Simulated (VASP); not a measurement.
Here is a VASP 6.6.1 calculation.

Contents of INCAR:

```
PREC = Accurate ; ENCUT = 520
EDIFF = 1E-6 ; ISMEAR = -1
SIGMA = 0.05 ; LREAL = F
LASPH = T ; NELM = 100
ALGO = Normal ; ISIF = 2
LWAVE = F ; LCHARG = T
GGA = CA ; LELF = T
LVHAR = T ; NBANDS = 11
```

Contents of KPOINTS:

```
Automatic mesh
0
Gamma
  15 15 15
```

The input POSCAR:

```
BN
1.0
    0.0000000000      1.7297045237      1.7297045237
    1.7297045237      0.0000000000      1.7297045237
    1.7297045237      1.7297045237      0.0000000000
B N
1 1
Direct
    0.0000000000      0.0000000000      0.0000000000
    0.5000000000      0.5000000000      0.5000000000
```

Potentials or basis: VASP PAW LDA potentials, release 64 (B, N).

Command:

```sh
$ cat potpaw_LDA.64/B/POTCAR potpaw_LDA.64/N/POTCAR > POTCAR
$ mpirun -np 1 vasp_std > vasp.out
```

(1) What does it give for the pressure?

(2) What does it give for the band gap on the k mesh?

## Answers

(1) 0.8 GPa.

(2) 1.63 eV, indirect (least direct gap 5.89 eV).
